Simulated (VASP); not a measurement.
# C (Fddd) in VASP: a series of runs

Runs on C. Level: r2SCAN. Tasks: single point.

Everything below comes from runs of VASP 6.6.1. Logs are shortened: lines on timing, memory, paths and dates and some standing lists are left out, and cuts for length are marked.

## (1) The cell of the first run

It takes space group Fddd (No. 70, orthorhombic). Conventional cell: a = 3.366 Å, b = 3.567 Å, c = 3.767 Å, α = 90.00°, β = 90.00°, γ = 90.00°. Within 2.1 Å of C (site symmetry 222) lie 4 C at 1.55 Å.

## (2) Single point, r2SCAN (strain +0.0562 x Voigt [1, -1, 0, 0, 0, 0])

Input file POSCAR:

```
C
1.0
    0.0000000000      1.6831729200      1.7834000000
    1.8836270800      0.0000000000      1.7834000000
    1.8836270800      1.6831729200      0.0000000000
C
2
Direct
    0.5000000000      0.5000000000      0.5000000000
    0.7500000000      0.7500000000      0.7500000000
```

Input file INCAR.step1:

```
  ALGO = Normal
  EDIFF = 1E-5
  ENCUT = 910
  GGA = PE
  GGA_COMPAT = F
  ISMEAR = 0
  LASPH = T
  LCHARG = F
  LREAL = F
  LWAVE = T
  NBANDS = 11
  NELM = 120
  PREC = Accurate
  SIGMA = 0.05
```

Input file INCAR.step2:

```
  ALGO = Normal
  EDIFF = 1E-6
  ENCUT = 910
  GGA_COMPAT = F
  ISIF = 2
  ISMEAR = 0
  ISTART = 1
  LASPH = T
  LCHARG = T
  LELF = T
  LMIXTAU = T
  LREAL = F
  LVHAR = T
  LWAVE = F
  METAGGA = R2SCAN
  NBANDS = 11
  NELM = 120
  PREC = Accurate
  SIGMA = 0.05
```

Input file KPOINTS:

```
k-points
0
Gamma
  12 12 12
```

Potentials or basis: VASP PAW PBE potentials, release 64 (C_h).

On the command line:

```sh
$ cat potpaw_PBE.64/C_h/POTCAR > POTCAR
$ cp INCAR.step1 INCAR
$ mpirun -np 1 vasp_std > vasp.out
$ cp INCAR.step2 INCAR
$ mpirun -np 1 vasp_std > vasp.out
```

OUTCAR:

```text
EDIFF = 1E-6
   ENCUT = 910
   ISIF = 2
   ISMEAR = 0
   ISTART = 1
   LASPH = T
   LREAL = F
   METAGGA = R2SCAN
   NELM = 120
   PREC = Accurate

 ion  position               nearest neighbor table
   1  0.500  0.500  0.500-
   2  0.750  0.750  0.750-

  LATTYP: Found a face centered orthorhombic cell.
 ALAT       =     3.3663458400
 B/A-ratio  =     1.0595465141
 C/A-ratio  =     1.1190930282

  Lattice vectors:

 A1 = (  -1.8836270800,   0.0000000000,  -1.7834000000)
 A2 = (  -1.8836270800,   1.6831729200,   0.0000000000)
 A3 = (   0.0000000000,   1.6831729200,  -1.7834000000)

Analysis of symmetry for initial positions (statically):
=====================================================================
 Subroutine PRICEL returns:
 Original cell was already a primitive cell.

 Routine SETGRP: Setting up the symmetry group for a
 face centered orthorhombic supercell.

 Subroutine GETGRP returns: Found  8 space group operations
 (whereof  4 operations were pure point group operations)
 out of a pool of  8 trial point group operations.

The static configuration has the point symmetry D_2 .
 The point group associated with its full space group is D_2h.

Analysis of symmetry for dynamics (positions and initial velocities):
=====================================================================
 Subroutine PRICEL returns:
 Original cell was already a primitive cell.

 Routine SETGRP: Setting up the symmetry group for a
 face centered orthorhombic supercell.

 Subroutine GETGRP returns: Found  8 space group operations
 (whereof  4 operations were pure point group operations)
 out of a pool of  8 trial point group operations.

The dynamic configuration has the point symmetry D_2 .
 The point group associated with its full space group is D_2h.

 Subroutine INISYM returns: Found  8 space group operations
 (whereof  4 operations are pure point group operations),
 and found     1 'primitive' translations

----------------------------------------------------------------------------------------

                                     Primitive cell

  volume of cell :      11.3084

  direct lattice vectors                    reciprocal lattice vectors
     0.000000000  1.683172920  1.783400000    -0.265445324  0.297058011  0.280363351
     1.883627080  0.000000000  1.783400000     0.265445324 -0.297058011  0.280363351
     1.883627080  1.683172920  0.000000000     0.265445324  0.297058011 -0.280363351

  length of vectors
     2.452261536  2.593948060  2.526088291     0.487142988  0.487142988  0.487142988

  position of ions in fractional coordinates (direct lattice)
     0.500000000  0.500000000  0.500000000
     0.750000000  0.750000000  0.750000000

  ion indices of the primitive-cell ions
   primitive index   ion index
                 1           1
                 2           2

----------------------------------------------------------------------------------------

 KPOINTS: k-points

Automatic generation of k-mesh.
 Grid dimensions read from file:
 generate k-points for:   12   12   12

 Generating k-lattice:

  Cartesian coordinates                     Fractional coordinates (reciprocal lattice)
    -0.022120444  0.024754834  0.023363613     0.083333333  0.000000000  0.000000000
     0.022120444 -0.024754834  0.023363613     0.000000000  0.083333333  0.000000000
     0.022120444  0.024754834 -0.023363613     0.000000000  0.000000000  0.083333333

  Length of vectors
     0.040595249  0.040595249  0.040595249

  Shift w.r.t. Gamma in fractional coordinates (k-lattice)
     0.000000000  0.000000000  0.000000000

 Subroutine IBZKPT returns following result:
 ===========================================

 Found    280 irreducible k-points:

 Following reciprocal coordinates:
            Coordinates               Weight
  0.000000  0.000000  0.000000      1.000000
  0.083333  0.000000  0.000000      8.000000
  0.166667  0.000000  0.000000      8.000000
  0.250000  0.000000  0.000000      8.000000
  0.333333  0.000000  0.000000      8.000000
  0.416667  0.000000  0.000000      8.000000
[... 16 lines left out ...]
  0.500000  0.166667  0.000000      8.000000
 -0.416667  0.166667  0.000000      8.000000
 [... further k-points ...]
   k-points           NKPTS =    280   k-points in BZ     NKDIM =    280   number of bands    NBANDS=     11
   number of dos      NEDOS =    301   number of ions     NIONS =      2
   total plane-waves  NPLWV =  18816
   dimension x,y,z NGX =    24 NGY =   28 NGZ =   28
   dimension x,y,z NGXF=    48 NGYF=   56 NGZF=   56
   ions per type =               2
   NGX,Y,Z   is equivalent  to a cutoff of  16.27, 17.95, 18.43 a.u.
   NGXF,Y,Z  is equivalent  to a cutoff of  32.54, 35.89, 36.85 a.u.
 SYSTEM =  unknown system
   PREC   = accura    normal or accurate (medium, high low for compatibility)
   ISTART =      1    job   : 0-new  1-cont  2-samecut
   ICHARG =      0    charge: 1-file 2-atom 10-const
   ISPIN  =      1    spin polarized calculation?
   LNONCOLLINEAR =      F non collinear calculations
   LSORBIT =      F    spin-orbit coupling
   LASPH  =      T    aspherical Exc in radial PAW
   ENCUT  =  910.0 eV  66.88 Ry    8.18 a.u.   6.03  6.38  6.21*2*pi/ulx,y,z
   NELM   =    120;   NELMIN=  2; NELMDL=  0     # of ELM steps
   EDIFF  = 0.1E-05   stopping-criterion for ELM
   LREAL  =      F    real-space projection
   EDIFFG = 0.1E-04   stopping-criterion for IOM
   NSW    =      0    number of steps for IOM
   IBRION =     -1    ionic relax: 0-MD 1-quasi-New 2-CG
   NFREE  =      0    steps in history (QN), initial steepest desc. (CG)
   ISIF   =      2    stress and relaxation
   ISYM   =      2    0-nonsym 1-usesym 2-fastsym
   POTIM  = 0.5000    time-step for ionic-motion
   TEBEG  =    0.0;   TEEND  =   0.0 temperature during run
   PSTRESS=    0.0 pullay stress
   NELECT =       8.0000    total number of electrons
   NUPDOWN=      -1.0000    fix difference up-down
   EMIN   =  10.00;   EMAX   =-10.00  energy-range for DOS
   EFERMI =   0.00;   METHOD = LEGACY
   ISMEAR =     0;   SIGMA  =   0.05  broadening in eV -4-tet -1-fermi 0-gaus
   EFERMI_NEDOS =   21; number of points for ismear=-14 and -15
   IALGO  =     38    algorithm
   IMIX   =      4    mixing-type and parameters
     AMIX     =   0.40;   BMIX     =  1.00
     AMIX_MAG =   1.60;   BMIX_MAG =  1.00
  volume/ion in A,a.u.               =       5.65        38.16
  Fermi-wavevector in a.u.,A,eV,Ry     =   1.458716  2.756573 28.951181  2.127852
  Thomas-Fermi vector in A             =   2.575368
   LORBIT       =      0    0 simple, 1 ext, 2 COOP (PROOUT), +10 PAW based schemes
   METAGGA = R2SCAN    functional components
   LHFCALC =     F    Hartree Fock is set to
   AEXX    =    0.0000 exact exchange contribution
   IVDW    =     0    specifies the selected vdW correction
   LEPSILON=     F    determine dielectric tensor
   LRPA    =     F    only Hartree local field effects (RPA)
 non-spin polarized calculation
 Gauss-broadening in eV      SIGMA  =   0.05
  energy-cutoff  :      910.00
  volume of cell :       11.31
 maximum number of plane-waves:       724
   NGX = 13   NGY = 13   NGZ = 13

 number of electron       8.0000000 magnetization

 Free energy of the ion-electron system (eV)
  ---------------------------------------------------
  ext. energy  EPLUGINS =         0.00000000
  ---------------------------------------------------
  free energy    TOTEN  =       -19.49891336 eV

  energy without entropy =      -19.49891336  energy(sigma->0) =      -19.49891336

 E-fermi :  12.0686     XC(G=0): -14.2972

 val. band max:       11.8191311402   @ k =   0.0000   0.0000   0.0000
 cond. band min:      14.0130581845   @ k =   0.3333   0.0000   0.3333
 fundamental gap:      2.1939270443
 Fermi energy:        12.0686425857

 k-point     1 :       0.0000    0.0000    0.0000
  band No.  band energies     occupation
      1     -11.7373      2.00000
      2      10.0329      2.00000
      3      11.0665      2.00000
      4      11.8191      2.00000
      5      16.1989      0.00000
      6      16.9698      0.00000
      7      17.6997      0.00000
      8      24.7068      0.00000
      9      31.5305      0.00000
     10      35.3857      0.00000
     11      37.1221      0.00000

 k-point     2 :       0.0833    0.0000    0.0000
  band No.  band energies     occupation
      1     -11.5350      2.00000
      2       9.2945      2.00000
      3      10.3714      2.00000
      4      11.2799      2.00000
      5      16.6301      0.00000
      6      17.4560      0.00000
      7      18.3772      0.00000
      8      24.9174      0.00000
      9      31.8715      0.00000
     10      33.9617      0.00000
     11      37.1774      0.00000

 k-point     3 :       0.1667    0.0000    0.0000
  band No.  band energies     occupation
      1     -10.9308      2.00000
      2       6.9357      2.00000
      3       9.3288      2.00000
      4      10.5346      2.00000
      5      17.4190      0.00000
      6      18.3538      0.00000
      7      19.6304      0.00000
      8      25.5356      0.00000
      9      32.3241      0.00000
     10      33.2485      0.00000
     11      35.5085      0.00000
[... 267 lines left out ...]
 k-point    23 :       0.5000    0.1667    0.0000
  band No.  band energies     occupation
      1      -5.7327      2.00000
      2      -1.6596      2.00000
      3       5.4409      2.00000
      4       7.0240      2.00000
      5      18.4180      0.00000
      6      20.7619      0.00000
      7      24.2856      0.00000
      8      26.2249      0.00000
      9      32.0006      0.00000
     10      35.7441      0.00000
     11      39.4873      0.00000

 k-point    24 :      -0.4167    0.1667    0.0000
  band No.  band energies     occupation
      1      -5.2815      2.00000
      2      -2.2079      2.00000
      3       5.0234      2.00000
      4       7.2879      2.00000
      5      18.7802      0.00000
      6      20.6470      0.00000
      7      23.9831      0.00000
      8      27.3402      0.00000
      9      31.3900      0.00000
     10      36.7294      0.00000
     11      37.0527      0.00000

 [... further k-points ...]

------------------------ aborting loop because EDIFF is reached ----------------------------------------

  FORCE on cell =-STRESS in cart. coord.  units (eV):
  Direction    XX          YY          ZZ          XY          YZ          ZX
  --------------------------------------------------------------------------------------
  -------------------------------------------------------------------------------------
  Total       -4.2089785      3.6154844      0.2798805      0.0000000      0.0000000      0.0000000
  in kB     -596.3275429    512.2413789     39.6534272      0.0000000      0.0000000      0.0000000
  external PRESSURE =     -14.8109122 kB  Pullay stress =       0.0000000 kB

 VOLUME and BASIS-vectors are now :
 -----------------------------------------------------------------------------
  energy-cutoff  :      910.00
  volume of cell :       11.31
      direct lattice vectors                 reciprocal lattice vectors
     0.000000000  1.683172920  1.783400000    -0.265445324  0.297058011  0.280363351
     1.883627080  0.000000000  1.783400000     0.265445324 -0.297058011  0.280363351
     1.883627080  1.683172920  0.000000000     0.265445324  0.297058011 -0.280363351

 POSITION                                       TOTAL-FORCE (eV/Angst)
 -----------------------------------------------------------------------------------
      1.88363      1.68317      1.78340        -0.000000      0.000000      0.000000
      2.82544      2.52476      2.67510         0.000000      0.000000     -0.000000
 -----------------------------------------------------------------------------------
    total drift:                                0.000000      0.000000      0.000000

  FREE ENERGIE OF THE ION-ELECTRON SYSTEM (eV)
  ---------------------------------------------------
  free  energy   TOTEN  =       -19.4989133627 eV

  energy  without entropy=      -19.4989133627  energy(sigma->0) =      -19.49891336
```

Wall time 7.2 min (1 thread of AMD EPYC 7R43 (Zen 3), shared host); peak memory 0.15 GiB.

What came out:

```
Free energy            : -19.4989 eV
Pressure               : -1.5 GPa
Band gap on the k mesh : 2.19 eV (least direct gap 4.38 eV)
```

Caveat: the cell differs from its parent crystal (strain +0.0562 x Voigt [1, -1, 0, 0, 0, 0]); the cutoff is under 1.25 times the usual one of these potentials, so pressure, stress and relaxed cells hold a basis-set (Pulay) error; the PAW data sets were made with another functional, which shifts forces and pressure a little. A k mesh can miss the band edges.

## (3) Single point, r2SCAN (strain -0.1500 x Voigt [1, -1, 0, 0, 0, 0])

Input file POSCAR:

```
C
1.0
    0.0000000000      2.0509100000      1.7834000000
    1.5158900000      0.0000000000      1.7834000000
    1.5158900000      2.0509100000      0.0000000000
C
2
Direct
    0.5000000000      0.5000000000      0.5000000000
    0.7500000000      0.7500000000      0.7500000000
```

Input file INCAR.step1:

```
ALGO = Normal
EDIFF = 1E-5
ENCUT = 910
GGA = PE
GGA_COMPAT = F
ISMEAR = 0
LASPH = T
LCHARG = F
LREAL = F
LWAVE = T
NBANDS = 11
NELM = 120
PREC = Accurate
SIGMA = 0.05
```

Input file INCAR.step2:

```
ALGO = Normal
EDIFF = 1E-6
ENCUT = 910
GGA_COMPAT = F
ISIF = 2
ISMEAR = 0
ISTART = 1
LASPH = T
LCHARG = T
LELF = T
LMIXTAU = T
LREAL = F
LVHAR = T
LWAVE = F
METAGGA = R2SCAN
NBANDS = 11
NELM = 120
PREC = Accurate
SIGMA = 0.05
```

KPOINTS is that of step 2.

Potentials or basis: VASP PAW PBE potentials, release 64 (C_h).

On the command line:

```sh
$ cat potpaw_PBE.64/C_h/POTCAR > POTCAR
$ cp INCAR.step1 INCAR
$ mpirun -np 1 vasp_std > vasp.out
$ cp INCAR.step2 INCAR
$ mpirun -np 1 vasp_std > vasp.out
```

It took 5.2 min on 1 thread of Intel Xeon Platinum 8259CL at 2.50GHz (Skylake/Cascade Lake), shared host; peak memory 0.19 GiB.

It converged, with:

| Property | Result |
| --- | --- |
| Free energy | -18.1673 eV |
| Pressure | 10.0 GPa |
| Band gap on the k mesh | zero (bands 4 and 5 overlap by 1.32 eV) |

Stress tensor (GPa, compression positive):
```
 133.52    0.00    0.00
   0.00 -153.81    0.00
   0.00    0.00   50.19
```

Levels at points of the mesh, in eV from the Fermi level:
| k point | band 1 | band 2 | band 3 | band 4 | band 5 | band 6 | band 7 | band 8 | band 9 |
| --- | --- | --- | --- | --- | --- | --- | --- | --- | --- |
| (0.00, 0.00, 0.00) | -24.34 | -4.13 | -0.71 | 0.77 | 3.24 | 5.37 | 7.21 | 10.93 | 19.51 |
| (0.50, 0.00, 0.00) | -17.97 | -15.44 | -6.63 | -2.03 | 2.82 | 7.49 | 12.04 | 15.81 | 21.88 |
| (0.50, 0.50, 0.00) | -15.06 | -15.06 | -7.38 | -7.38 | 4.55 | 4.55 | 13.10 | 13.10 | 19.86 |
| (0.50, 0.00, 0.50) | -17.23 | -17.23 | -5.32 | -5.32 | 7.84 | 7.84 | 14.60 | 14.60 | 20.29 |
| (0.00, 0.50, 0.50) | -12.32 | -12.32 | -10.09 | -10.09 | 0.32 | 0.32 | 16.13 | 16.13 | 23.73 |

Caveat: the cell differs from its parent crystal (strain -0.1500 x Voigt [1, -1, 0, 0, 0, 0]); the cutoff is under 1.25 times the usual one of these potentials, so pressure, stress and relaxed cells hold a basis-set (Pulay) error; the cell stands under pressure; the PAW data sets were made with another functional, which shifts forces and pressure a little.
